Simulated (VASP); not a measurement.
# SnO2 (P1) in VASP: single point with PBEsol

Aim: the single point of SnO2 with PBEsol.

Program: VASP 6.6.1. These are calculated values, not measurements. Logs are shortened: lines on timing, memory, paths and dates and some standing lists are left out, and cuts for length are marked.

## 1. The cell of the first run

The typed cell holds 24 atoms: a = 8.036 Å, b = 7.296 Å, c = 7.690 Å, α = 64.80°, β = 55.23°, γ = 59.97°.

## 2. Single point, PBEsol

INCAR reads:

```
SYSTEM = SnO2
PREC = Accurate
ENCUT = 520
EDIFF = 1E-6
ISMEAR = -1
SIGMA = 0.3
LREAL = Auto
LASPH = .TRUE.
NELM = 100
ALGO = Normal
ISIF = 2
LWAVE = .FALSE.
LCHARG = .FALSE.
GGA = PS
NBANDS = 122
```

KPOINTS reads:

```
regular mesh
0
G
  3 3 3
  0 0 0
```

POSCAR reads:

```
SnO2
1.0
    0.0000000000      5.9365520000      5.4164920000
    4.8879970000      0.0000000000      5.4164920000
    4.8879970000      5.9365520000      0.0000000000
Sn O
8 16
Direct
    0.4978982151      0.2565384203      0.1788751039
    0.5396725916      0.7505351665      0.2858402650
    0.0613853374      0.1843456634      0.2748199212
    0.4655813261      0.2696731522      0.6957325139
    0.9141776135      0.8259154209      0.7379767010
    0.0822990271      0.1811740843      0.7996775815
    0.5530751368      0.6913280674      0.7941883926
    0.9280130052      0.8098645731      0.2472146354
    0.9296250269      0.1334246370      0.6467108664
    0.8028003378      0.1517473658      0.0676881208
    0.3443783979      0.2241630123      0.5167948892
    0.3522961452      0.0490706435      0.2427462296
    0.1372413030      0.4682612990      0.3330485218
    0.1325605998      0.3460517566      0.9353320085
    0.7645586149      0.2975494801      0.3275736531
    0.4928931890      0.4226624880      0.8008038930
    0.5552112404      0.5945919901      0.0836612903
    0.3522656296      0.5727980463      0.5064988518
    0.8039094855      0.8251153520      0.0403516277
    0.8726447749      0.5566382371      0.7837881175
    0.4882585760      0.9926445621      0.7179129526
    0.6275138325      0.7854117289      0.4673304475
    0.1661521878      0.8687981084      0.9511293588
   -0.1348743112      0.9383648361      0.4723766190
```

Potentials or basis: VASP PAW PBE potentials, release 64 (Sn_d, O).

Launch:

```console
cat potpaw_PBE.64/Sn_d/POTCAR potpaw_PBE.64/O/POTCAR > POTCAR
mpirun -np 1 vasp_std > vasp.out
```

OUTCAR:

```text
SYSTEM = SnO2
   PREC = Accurate
   ENCUT = 520
   EDIFF = 1E-6
   ISMEAR = -1
   LREAL = Auto
   LASPH = .TRUE.
   NELM = 100
   ISIF = 2
   GGA = PS

 ion  position               nearest neighbor table
   1  0.498  0.257  0.179-  10 1.90  12 2.09  11 2.11  13 2.31  17 2.46  16 2.65   2 3.30   7 3.31
                             3 3.42   8 3.49   6 3.74
   2  0.540  0.751  0.286-  12 1.95  18 2.00  19 2.02  22 2.03  17 2.21  15 2.84   8 3.19   1 3.30
                             5 3.51   3 3.57   4 3.62
   3  0.061  0.184  0.275-  12 1.93  15 1.94  14 2.21   9 2.34  24 2.41  13 2.69   5 3.36   1 3.42
                             8 3.51   6 3.57   2 3.57   4 3.73
   4  0.466  0.270  0.696-  16 1.78  21 1.88  18 2.14  14 2.15  11 2.28  15 2.46   6 3.05   5 3.51
                             2 3.62   7 3.71   3 3.73
   5  0.914  0.826  0.738-  19 1.96  20 2.01  24 2.04   9 2.09  18 2.85   7 3.26   3 3.36   2 3.51
                             4 3.51   6 3.75
   6  0.082  0.181  0.800-  23 2.03  11 2.03  10 2.04  14 2.18   9 2.33  20 2.39  21 2.61   4 3.05
                             8 3.36   3 3.57   7 3.67   1 3.74   5 3.75
   7  0.553  0.691  0.794-  21 1.88  17 2.04  22 2.09  20 2.21  16 2.22  23 2.41   5 3.26   1 3.31
                             8 3.55   6 3.67   4 3.71
   8  0.928  0.810  0.247-  24 2.01  23 2.01  22 2.06  19 2.26  13 2.27  10 2.30   2 3.19   6 3.36
                             1 3.49   3 3.51   7 3.55
   9  0.930  0.133  0.647-   5 2.09   6 2.33   3 2.34
  10  0.803  0.152  0.068-   1 1.90   6 2.04   8 2.30
  11  0.344  0.224  0.517-   6 2.03   1 2.11   4 2.28
  12  0.352  0.049  0.243-   3 1.93   2 1.95   1 2.09
  13  0.137  0.468  0.333-   8 2.27   1 2.31   3 2.69
  14  0.133  0.346  0.935-   4 2.15   6 2.18   3 2.21
[... 8 lines left out ...]
  23  0.166  0.869  0.951-   8 2.01   6 2.03   7 2.41
  24  0.865  0.938  0.472-   8 2.01   5 2.04   3 2.41

  LATTYP: Found a face centered orthorhombic cell.
 ALAT       =     9.7759940000
 B/A-ratio  =     1.1081209747
 C/A-ratio  =     1.2145162937

  Lattice vectors:

 A1 = (   0.0000000000,   5.9365520000,  -5.4164920000)
 A2 = (   4.8879970000,   5.9365520000,   0.0000000000)
 A3 = (   4.8879970000,   0.0000000000,  -5.4164920000)

Analysis of symmetry for initial positions (statically):
=====================================================================
 Subroutine PRICEL returns:
 Original cell was already a primitive cell.

 Routine SETGRP: Setting up the symmetry group for a
 face centered orthorhombic supercell.

 Subroutine GETGRP returns: Found  1 space group operations
 (whereof  1 operations were pure point group operations)
 out of a pool of  8 trial point group operations.

The static configuration has the point symmetry C_1 .
[... 153 lines left out ...]
   ISYM   =      2    0-nonsym 1-usesym 2-fastsym
   POTIM  = 0.5000    time-step for ionic-motion
   TEBEG  =    0.0;   TEEND  =   0.0 temperature during run
   PSTRESS=    0.0 pullay stress
   NELECT =     208.0000    total number of electrons
   NUPDOWN=      -1.0000    fix difference up-down
   EMIN   =  10.00;   EMAX   =-10.00  energy-range for DOS
   EFERMI =   0.00;   METHOD = LEGACY
   ISMEAR =    -1;   SIGMA  =   0.30  broadening in eV -4-tet -1-fermi 0-gaus
   EFERMI_NEDOS =   21; number of points for ismear=-14 and -15
   IALGO  =     38    algorithm
   IMIX   =      4    mixing-type and parameters
     AMIX     =   0.40;   BMIX     =  1.00
     AMIX_MAG =   1.60;   BMIX_MAG =  1.00
  volume/ion in A,a.u.               =      13.10        88.39
  Fermi-wavevector in a.u.,A,eV,Ry     =   1.426565  2.695817 27.689042  2.035087
  Thomas-Fermi vector in A             =   2.546828
   LORBIT       =      0    0 simple, 1 ext, 2 COOP (PROOUT), +10 PAW based schemes
   GGA     = PS    functional components
   LHFCALC =     F    Hartree Fock is set to
   AEXX    =    0.0000 exact exchange contribution
   IVDW    =     0    specifies the selected vdW correction
   LEPSILON=     F    determine dielectric tensor
   LRPA    =     F    only Hartree local field effects (RPA)
 non-spin polarized calculation
  energy-cutoff  :      520.00
  volume of cell :      314.35
 maximum number of plane-waves:      8494
   NGX = 29   NGY = 27   NGZ = 29

 number of electron     208.0000001 magnetization

 Free energy of the ion-electron system (eV)
  ---------------------------------------------------
  ext. energy  EPLUGINS =         0.00000000
  ---------------------------------------------------
  free energy    TOTEN  =      -142.06377308 eV

  energy without entropy =     -140.99463369  energy(sigma->0) =     -141.52920338

 E-fermi :   6.5401     XC(G=0): -11.0711

 val. band max:        6.5220749759   @ k =  -0.3333  -0.3333  -0.3333
 cond. band min:       6.5436267658   @ k =   0.0000   0.3333   0.0000
 fundamental gap:      0.0215517898
 Fermi energy:         6.5400825749

 k-point     1 :       0.0000    0.0000    0.0000
  band No.  band energies     occupation
      1     -16.5640      2.00000
      2     -16.1876      2.00000
      3     -16.0809      2.00000
      4     -15.9437      2.00000
      5     -15.8392      2.00000
      6     -15.6830      2.00000
[... 1655 lines left out ...]
    115      11.2676      0.00000
    116      11.4972      0.00000
 [bands above 116 left out]

------------------------ aborting loop because EDIFF is reached ----------------------------------------

  FORCE on cell =-STRESS in cart. coord.  units (eV):
  Direction    XX          YY          ZZ          XY          YZ          ZX
  --------------------------------------------------------------------------------------
  -------------------------------------------------------------------------------------
  Total        1.7136149      8.6696432      8.3419085     -3.4322100      3.0964344      3.3662360
  in kB        8.7339462     44.1874050     42.5170081    -17.4932749     15.7818953     17.1570190
  external PRESSURE =      31.8127865 kB  Pullay stress =       0.0000000 kB

 VOLUME and BASIS-vectors are now :
 -----------------------------------------------------------------------------
  energy-cutoff  :      520.00
  volume of cell :      314.35
      direct lattice vectors                 reciprocal lattice vectors
     0.000000000  5.936552000  5.416492000    -0.102291388  0.084223974  0.092310669
     4.887997000  0.000000000  5.416492000     0.102291388 -0.084223974  0.092310669
     4.887997000  5.936552000  0.000000000     0.102291388  0.084223974 -0.092310669

 POSITION                                       TOTAL-FORCE (eV/Angst)
 -----------------------------------------------------------------------------------
      2.12830      4.01770      4.08640         4.675351     -2.020919      0.608532
      5.06580      4.90070      6.98840        -3.486247      1.175812     -3.913296
      2.24440      1.99590      1.33100         3.234487     -1.885307     -0.328193
      4.71890      6.89420      3.98250        -2.550499     -4.931792      1.112243
      7.64430      9.80810      9.42520        -2.249327      0.617650      1.235406
      4.79440      5.23590      1.42710         0.754453     -2.327644      0.491855
[... 16 lines left out ...]
      8.89580      6.63280      5.60580        -1.180284      1.106240      0.528061
      6.89570      7.94015      9.76859        -1.620478      1.522989      1.545634
 -----------------------------------------------------------------------------------
    total drift:                               -0.006134     -0.005855      0.022100

  FREE ENERGIE OF THE ION-ELECTRON SYSTEM (eV)
  ---------------------------------------------------
  free  energy   TOTEN  =      -142.0637730811 eV

  energy  without entropy=     -140.9946336882  energy(sigma->0) =     -141.52920338
```

stdout:

```text
POSCAR found type information on POSCAR SnO
 POSCAR found :  2 types and      24 ions
 scaLAPACK will be used
 -----------------------------------------------------------------------------
|                                                                             |
|                                                                             |
|     You enforced a specific xc type in the INCAR file but a different       |
|     I HOPE YOU KNOW WHAT YOU ARE DOING!                                     |
|                                                                             |
 -----------------------------------------------------------------------------

 LDA part: xc-table for (Slater+PW92), standard interpolation
 POSCAR, INCAR and KPOINTS ok, starting setup
 FFT: planning ... GRIDC
 FFT: planning ... GRID_SOFT
 FFT: planning ... GRID
 WAVECAR not read
 entering main loop
```

Run time: 11 min. Hardware: 1 thread of Intel Xeon 6975P-C (Granite Rapids), shared host; peak memory 0.64 GiB.

What came out:

* Free energy: -142.0638 eV
* Pressure: 3.2 GPa
* Largest force: 8.026 eV/Å
* Band gap on the k mesh: zero (bands 104 and 105 overlap by 0.07 eV)

Forces in eV/Å, atoms in the order of the input:
```
Sn   4.675 -2.021  0.609
Sn  -3.486  1.176 -3.913
Sn   3.234 -1.885 -0.328
Sn  -2.550 -4.932  1.112
Sn  -2.249  0.618  1.235
Sn   0.754 -2.328  0.492
Sn  -1.379  1.076 -2.561
Sn  -1.694  1.248 -0.223
O   -1.234  0.988  0.255
O   -0.426  1.028 -0.337
O   -0.302 -1.008  0.364
O   -0.592 -0.045  0.933
O   -0.919 -2.590  0.068
O   -1.366  1.624 -1.107
O    2.870 -0.496  0.628
O    5.354  4.776  3.599
O    1.114 -0.916 -1.637
O    1.860 -0.466  0.328
O    0.500  0.710 -1.294
O   -1.545 -1.405  0.106
O    1.548  2.530 -0.166
O   -1.367 -0.312 -0.236
O   -1.180  1.106  0.528
O   -1.620  1.523  1.546
```

Stress tensor (GPa, compression positive):
```
 0.87 -1.75  1.72
-1.75  4.42  1.58
 1.72  1.58  4.25
```

Levels at points of the mesh, in eV from the Fermi level:
| k point | band 101 | band 102 | band 103 | band 104 | band 105 | band 106 | band 107 | band 108 |
| --- | --- | --- | --- | --- | --- | --- | --- | --- |
| (0.00, 0.00, 0.00) | -1.28 | -1.01 | -0.85 | -0.54 | -0.52 | 1.48 | 1.62 | 1.80 |

Caveat: the cell stands under pressure; so wide a smearing shifts energies and pressures; semilocal functionals underestimate gaps, and a narrow one can read as zero; the PAW data sets were made with another functional, which shifts forces and pressure a little; spin-orbit coupling is left out, which moves the levels of the heavy elements.

The gap in the log of VASP goes by the Fermi energy; the results here count the filled bands.